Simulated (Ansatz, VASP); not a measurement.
Two plane-wave programs on Ru

```
CELL_PARAMETERS angstrom
2.72108 0.00000 0.00000
-1.36054 2.35652 0.00000
0.00000 0.00000 4.29489
ATOMIC_POSITIONS crystal
Ru 0.33333 0.66667 0.25000
Ru 0.66667 0.33333 0.75000
```

Alike in both runs: functional PBE; k mesh 17 × 17 × 10; occupations fermi-dirac, width 0.05 eV; no spin polarisation.

Ansatz relaxed the structure, and its values are those at the end. VASP's run is a single point on that final structure, the one shown.

|  | VASP | Ansatz |
| --- | --- | --- |
| version | VASP 6.6.1 | Ansatz 0.2.0 |
| potentials or method | VASP PAW PBE potentials, release 64 (Ru_pv) | PAW with Ansatz's default frozen-core files, scalar-relativistic |
| plane-wave cutoff (eV) | 500 | 420 |
| valence electrons in the cell | 28 | 32 |

```csv
,VASP,Ansatz,Ansatz less VASP
pressure (GPa),-0.1,0.0,+0.07
```

With one functional, cell and mesh, what is left measures potentials, basis and numerics. VASP's potentials hold 28 valence electrons a cell and Ansatz's 32, so a difference there can come from the potentials and not from the codes.
